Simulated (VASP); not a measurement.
Here is a VASP 6.6.1 calculation.

INCAR

```
PREC = Accurate
ENCUT = 520
EDIFF = 1E-6
ISMEAR = 0
SIGMA = 0.05
LREAL = F
LASPH = T
NELM = 100
ALGO = Normal
ISIF = 2
LWAVE = F
LCHARG = T
GGA = CA
LELF = T
LVHAR = T
NBANDS = 36
```

Contents of KPOINTS:

```
regular mesh
0
Gamma
  12 12 2
```

POSCAR

```
C
1.0
    2.5503000000      0.0000000000      0.0000000000
   -1.2751500000      2.2086245873      0.0000000000
    0.0000000000      0.0000000000     12.9064000000
C
12
Direct
    0.0000000000      0.0000000000      0.1868599868
    0.0000000000      0.0000000000      0.6868599868
    0.0000000000      0.0000000000      0.3131400132
    0.0000000000      0.0000000000      0.8131400132
    0.3333333333      0.6666666667      0.5207718743
    0.6666666667      0.3333333333      0.0207718743
    0.3333333333      0.6666666667      0.9792281257
    0.6666666667      0.3333333333      0.4792281257
    0.3333333333      0.6666666667      0.6450609412
    0.6666666667      0.3333333333      0.1450609412
    0.3333333333      0.6666666667      0.8549390588
    0.6666666667      0.3333333333      0.3549390588
```

Potentials or basis: VASP PAW LDA potentials, release 64 (C).

Run with:

```sh
$ cat potpaw_LDA.64/C/POTCAR > POTCAR
$ mpirun -np 1 vasp_std > vasp.out
```

(1) Estimate the largest force.

(2) Predict the pressure.

(3) Predict the band gap on the k mesh.

## Answers

(1) 0.130 eV/Å.

(2) -35.8 GPa.

(3) 4.30 eV (least direct gap 4.69 eV).

Caveat: the stress differs along the axes, from -53 to -27 GPa.
